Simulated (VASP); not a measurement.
# Ge (R-3) in VASP: notebook, part 2 of 2

VASP 6.6.1. The steps go on from the part before.

## 3. Single point, LDA

This run uses another cell than the first one, of 22.32 Å³/atom.

File INCAR:

```
ALGO = Normal ; EDIFF = 1E-6
ENCUT = 520 ; ISIF = 2
ISMEAR = 0 ; LASPH = T
LCHARG = T ; LELF = T
LREAL = F ; LVHAR = T
LWAVE = F ; NBANDS = 66
NELM = 60 ; PREC = Accurate
SIGMA = 0.15
```

File KPOINTS:

```
k-points
0
Gamma
  9 9 9
```

File POSCAR:

```
Ge
1.0
    4.9289000000      2.8457017418      2.1219333333
   -4.9289000000      2.8457017418      2.1219333333
    0.0000000000     -5.6914034836      2.1219333333
Ge
8
Direct
    0.7160372198      0.7160372198      0.7160372198
    0.2839627802      0.2839627802      0.2839627802
    0.0289443365      0.7253625346      0.5322921793
    0.5322921793      0.0289443365      0.7253625346
    0.7253625346      0.5322921793      0.0289443365
    0.9710556635      0.2746374654      0.4677078207
    0.4677078207      0.9710556635      0.2746374654
    0.2746374654      0.4677078207      0.9710556635
```

Potentials or basis: VASP PAW LDA potentials, release 64 (Ge_d).

Started as:

```
$ cat potpaw_LDA.64/Ge_d/POTCAR > POTCAR
$ mpirun -np 1 vasp_std > vasp.out
```

Wall time 15 min (1 thread of Intel Xeon 6975P-C (Granite Rapids), shared host); peak memory 0.93 GiB.

It converged, with:

```yaml
Free_energy: -39.9701 eV
Pressure: -6.0 GPa
Largest_force: 0.694 eV/Å
Band_gap_on_the_k_mesh: zero (bands 56 and 57 overlap by 0.65 eV)
```

Forces on the atoms (eV/Å):
```
Ge   0.000  0.000 -0.694
Ge   0.000  0.000  0.694
Ge   0.168  0.229 -0.169
Ge  -0.283  0.031 -0.169
Ge   0.115 -0.260 -0.169
Ge  -0.168 -0.229  0.169
Ge   0.283 -0.031  0.169
Ge  -0.115  0.260  0.169
```

Stress tensor (GPa, compression positive):
```
 -3.33   0.00   0.00
  0.00  -3.33   0.00
  0.00   0.00 -11.19
```

Levels at points of the mesh, in eV from the Fermi level:
| k point | band 54 | band 55 | band 56 | band 57 | band 58 | band 59 |
| --- | --- | --- | --- | --- | --- | --- |
| (0.00, 0.00, 0.00) | -1.10 | -1.10 | -0.45 | 1.35 | 1.65 | 1.65 |

Caveat: the stress differs along the axes, from -11 to -3 GPa; semilocal functionals underestimate gaps, and a narrow one can read as zero.

## 4. Single point, LDA

This run uses another cell than the first one, of 21.48 Å³/atom.

File INCAR:

```
ALGO = Fast ; EDIFF = 1E-6
ENCUT = 520 ; ISIF = 2
ISMEAR = 0 ; LASPH = T
LCHARG = F ; LREAL = F
LWAVE = F ; NBANDS = 66
NELM = 100 ; PREC = Accurate
SIGMA = 0.15
```

KPOINTS is that of step 3.

Edit POSCAR of step 3 so:

```diff
@@ -2,5 +2,5 @@
 1.0
-    4.9289000000      2.8457017418      2.1219333333
-   -4.9289000000      2.8457017418      2.1219333333
-    0.0000000000     -5.6914034836      2.1219333333
+    4.7825000000      2.7611776624      2.1684000000
+   -4.7825000000      2.7611776624      2.1684000000
+    0.0000000000     -5.5223553248      2.1684000000
 Ge
```

Started as:

```
$ cat potpaw_LDA.64/Ge_d/POTCAR > POTCAR
$ mpirun -np 1 vasp_std > vasp.out
```

Run time: 32 min. Hardware: 1 thread of Oxide Virtual Turin-like, shared host; peak memory 0.87 GiB.

It converged, with:

| Quantity | Value |
| --- | --- |
| Free energy | -39.7548 eV |
| Pressure | -3.1 GPa |
| Largest force | 0.901 eV/Å |
| Band gap on the k mesh | zero (bands 56 and 57 overlap by 0.84 eV) |

Forces in eV/Å, atoms in the order of the input:
```
Ge   0.000  0.000 -0.901
Ge   0.000  0.000  0.901
Ge   0.159  0.574 -0.058
Ge  -0.577 -0.150 -0.058
Ge   0.418 -0.424 -0.058
Ge  -0.159 -0.574  0.058
Ge   0.577  0.150  0.058
Ge  -0.418  0.424  0.058
```

Stress tensor (GPa, compression positive):
```
  1.49   0.00   0.00
  0.00   1.49   0.00
  0.00   0.00 -12.30
```

Levels at points of the mesh, in eV from the Fermi level:
```csv
k point,band 52,band 53,band 54,band 55,band 56,band 57,band 58,band 59,band 60,band 61
"(0.00, 0.00, 0.00)",-3.32,-3.32,-1.11,-1.11,-0.39,1.44,1.71,1.71,3.38,3.38
```

Caveat: the stress differs along the axes, from -12 to 1 GPa.

## 5. Single point, LDA

This run uses another cell than the first one, of 21.26 Å³/atom.

File INCAR:

```
SYSTEM = Ge
ALGO = Fast ; EDIFF = 1E-6
ENCUT = 520 ; ISIF = 2
ISMEAR = 0 ; LASPH = .True.
LCHARG = .False. ; LREAL = .False.
LWAVE = .False. ; NBANDS = 66
NELM = 80 ; PREC = Accurate
SIGMA = 0.15
```

File KPOINTS:

```
k-points
0
Gamma
  9 9 9
  0 0 0
```

File POSCAR:

```
Ge
1.0
    4.7581000000      2.7470903158      2.1684000000
   -4.7581000000      2.7470903158      2.1684000000
    0.0000000000     -5.4941806317      2.1684000000
Ge
8
Direct
    0.7160372200      0.7160372200      0.7160372200
    0.2839627800      0.2839627800      0.2839627800
    0.0289443367      0.7253625347      0.5322921797
    0.5322921797      0.0289443367      0.7253625347
    0.7253625347      0.5322921797      0.0289443367
    0.9710556633      0.2746374653      0.4677078203
    0.4677078203      0.9710556633      0.2746374653
    0.2746374653      0.4677078203      0.9710556633
```

Potentials or basis: VASP PAW LDA potentials, release 64 (Ge_d).

Started as:

```
$ cat potpaw_LDA.64/Ge_d/POTCAR > POTCAR
$ mpirun -np 1 vasp_std > vasp.out
```

OUTCAR:

```text
SYSTEM = Ge
   EDIFF = 1E-6
   ENCUT = 520
   ISIF = 2
   ISMEAR = 0
   LASPH = .True.
   LREAL = .False.
   NELM = 80
   PREC = Accurate

 ion  position               nearest neighbor table
   1  0.716  0.716  0.716-   3 2.40   4 2.40   5 2.40   2 2.81
   2  0.284  0.284  0.284-   6 2.40   7 2.40   8 2.40   1 2.81
   3  0.029  0.725  0.532-   1 2.40   6 2.47   4 2.63   5 2.63
   4  0.532  0.029  0.725-   1 2.40   7 2.47   3 2.63   5 2.63
   5  0.725  0.532  0.029-   1 2.40   8 2.47   4 2.63   3 2.63
   6  0.971  0.275  0.468-   2 2.40   3 2.47   7 2.63   8 2.63
   7  0.468  0.971  0.275-   2 2.40   4 2.47   6 2.63   8 2.63
   8  0.275  0.468  0.971-   2 2.40   5 2.47   7 2.63   6 2.63

  LATTYP: Found a trigonal (rhomboedric) cell.
[... 1870 lines left out ...]
  external PRESSURE =     -23.8470539 kB  Pullay stress =       0.0000000 kB

 VOLUME and BASIS-vectors are now :
 -----------------------------------------------------------------------------
  energy-cutoff  :      520.00
  volume of cell :      170.06
      direct lattice vectors                 reciprocal lattice vectors
     4.758100000  2.747090316  2.168400000     0.105083962  0.060670254  0.153723175
    -4.758100000  2.747090316  2.168400000    -0.105083962  0.060670254  0.153723175
     0.000000000 -5.494180632  2.168400000     0.000000000 -0.121340508  0.153723175

 POSITION                                       TOTAL-FORCE (eV/Angst)
 -----------------------------------------------------------------------------------
      0.00000     -0.00000      4.65797         0.000000      0.000000     -0.925260
      0.00000     -0.00000      1.84723         0.000000     -0.000000      0.925260
     -3.31363     -0.85236      2.78986         0.154486      0.639639     -0.029520
      2.39498     -2.44351      2.78986        -0.631186     -0.186031     -0.029520
      0.91865      3.29587      2.78986         0.476700     -0.453608     -0.029520
      3.31363      0.85236      3.71534        -0.154486     -0.639639      0.029520
     -2.39498      2.44351      3.71534         0.631186      0.186031      0.029520
     -0.91865     -3.29587      3.71534        -0.476700      0.453608      0.029520
 -----------------------------------------------------------------------------------
    total drift:                                0.000000      0.000000     -0.000000

  FREE ENERGIE OF THE ION-ELECTRON SYSTEM (eV)
  ---------------------------------------------------
  free  energy   TOTEN  =       -39.7314689091 eV

  energy  without entropy=      -39.7139038760  energy(sigma->0) =      -39.72268639
```

stdout:

```text
POSCAR found type information on POSCAR Ge
 POSCAR found :  1 types and       8 ions
 scaLAPACK will be used
 LDA part: xc-table for (Slater(with rela. corr.)+CA(PZ))
 , standard interpolation
 POSCAR, INCAR and KPOINTS ok, starting setup
 FFT: planning ... GRIDC
 FFT: planning ... GRID_SOFT
 FFT: planning ... GRID
 WAVECAR not read
 entering main loop
WARNING in EDDRMM: call to ZHEGV failed, returncode =   6  3     54
WARNING in EDDRMM: call to ZHEGV failed, returncode =   6  3     52
WARNING in EDDRMM: call to ZHEGV failed, returncode =   6  3     54
WARNING in EDDRMM: call to ZHEGV failed, returncode =   8  4     53
WARNING in EDDRMM: call to ZHEGV failed, returncode =   6  3     51
WARNING in EDDRMM: call to ZHEGV failed, returncode =   6  3     56
WARNING in EDDRMM: call to ZHEGV failed, returncode =   6  3     54
```

Run time: 49 min. Hardware: 1 thread of Oxide Virtual Turin-like, shared host; peak memory 0.86 GiB.

What came out:

- Free energy: -39.7315 eV
- Pressure: -2.4 GPa
- Largest force: 0.925 eV/Å
- Band gap on the k mesh: zero (bands 56 and 57 overlap by 0.87 eV)

Forces in eV/Å, atoms in the order of the input:
```
Ge   0.000  0.000 -0.925
Ge   0.000  0.000  0.925
Ge   0.154  0.640 -0.030
Ge  -0.631 -0.186 -0.030
Ge   0.477 -0.454 -0.030
Ge  -0.154 -0.640  0.030
Ge   0.631  0.186  0.030
Ge  -0.477  0.454  0.030
```

Levels at points of the mesh, in eV from the Fermi level:
| k point | band 52 | band 53 | band 54 | band 55 | band 56 | band 57 | band 58 | band 59 | band 60 | band 61 |
| --- | --- | --- | --- | --- | --- | --- | --- | --- | --- | --- |
| (0.00, 0.00, 0.00) | -3.36 | -3.36 | -1.12 | -1.12 | -0.39 | 1.47 | 1.73 | 1.73 | 3.38 | 3.38 |

Caveat: the stress differs along the axes, from -12 to 3 GPa.

## 6. Overview

```csv
cell,gap on the mesh (eV),pressure (GPa),largest force (eV/Å)
"a = 6.092 Å, angles 110.4°, 8 atoms",none,-3.2,0.21
"a = 6.074 Å, angles 108.5°, 8 atoms",none,-6.0,0.69
"a = 5.933 Å, angles 107.4°, 8 atoms",none,-3.1,0.90
"a = 5.907 Å, angles 107.3°, 8 atoms",none,-2.4,0.93
```

Alike in all rows: task single point; level LDA; potentials or basis VASP PAW LDA potentials, release 64 (Ge_d); no spin polarisation; k mesh 9 × 9 × 9; cutoff (eV) 520; smearing gaussian 0.15 eV.

Caveats: semilocal functionals underestimate gaps, and a narrow one can read as zero (at least some runs); the cell stands under tension (at least some runs); the stress differs along the axes, from -11 to -3 GPa (at least some runs); the stress differs along the axes, from -12 to 1 GPa (at least some runs); the stress differs along the axes, from -12 to 3 GPa (at least some runs).

Total energies depend on the potentials used, so only differences within one code and one set of settings carry meaning.
